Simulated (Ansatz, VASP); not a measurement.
# Ni in VASP and in Ansatz

Contents of INCAR:

```
ALGO = Normal
EDIFF = 1E-6
ENCUT = 600
GGA = PE
GGA_COMPAT = F
ISIF = 2
ISMEAR = -1
ISPIN = 2
LASPH = T
LCHARG = T
LELF = T
LMAXMIX = 4
LORBIT = 11
LREAL = F
LVHAR = T
LWAVE = F
MAGMOM = 0.592
NBANDS = 15
NELM = 200
PREC = Accurate
SIGMA = 0.05
```

The input KPOINTS:

```
k-points
0
Gamma
  18 18 18
```

POSCAR

```
Ni
1.0
   -1.4367190211      1.4367190211      1.4367190211
    1.4367190211     -1.4367190211      1.4367190211
    1.4367190211      1.4367190211     -1.4367190211
Ni
1
Direct
    0.0000000000      0.0000000000      0.0000000000
```

Input for Ansatz:

```yaml
crystal:
  lattice:
    - [-1.4367190211, 1.4367190211, 1.4367190211]
    - [1.4367190211, -1.4367190211, 1.4367190211]
    - [1.4367190211, 1.4367190211, -1.4367190211]
  atoms:
    - { symbol: Ni, position: [0.0, 0.0, 0.0], spin: 0.592 }
hamiltonian:
  xc: pbe
  pseudopotentials:
    kind: paw
    azcp:
      Ni: "pseudopotentials/Ni.paw.azcp"
basis:
  ecutwfc: 420
  fft_grid_basis: typed
kpoints:
  mp_grid: { grid: [18, 18, 18], shift: [0, 0, 0] }
magnetization:
  spin_polarized: true
scf:
  occupations: { method: fermi_dirac, width: 0.05 }
  lower_state_search: "off"
output:
  stress: true
```

Alike in both runs: task single point; functional PBE; k mesh 18 × 18 × 18; occupations fermi-dirac, width 0.05 eV; collinear spin.

```csv
,VASP,Ansatz
version,VASP 6.6.1,Ansatz 0.2.0
potentials or method,"VASP PAW PBE potentials, release 64 (Ni), cutoff 600 eV","plane waves (420 eV) with PAW, scalar-relativistic"
valence electrons in the cell,10,18
```

VASP gave:

```
pressure (GPa)                                                : -12.2
net moment per atom (μB)                                      : 0.59
size of the moment on the site where the two differ most (μB) : 0.60
```

**Question.** Which values does Ansatz return?

**Answer.** Pressure (GPa): -12.2; net moment per atom (μB): 0.60; size of the moment on the site where the two differ most (μB): 0.63.

Site moments also hang on the region over which each program counts them. VASP's potentials hold 10 valence electrons a cell and Ansatz's 18, so a difference there can come from the potentials and not from the codes.
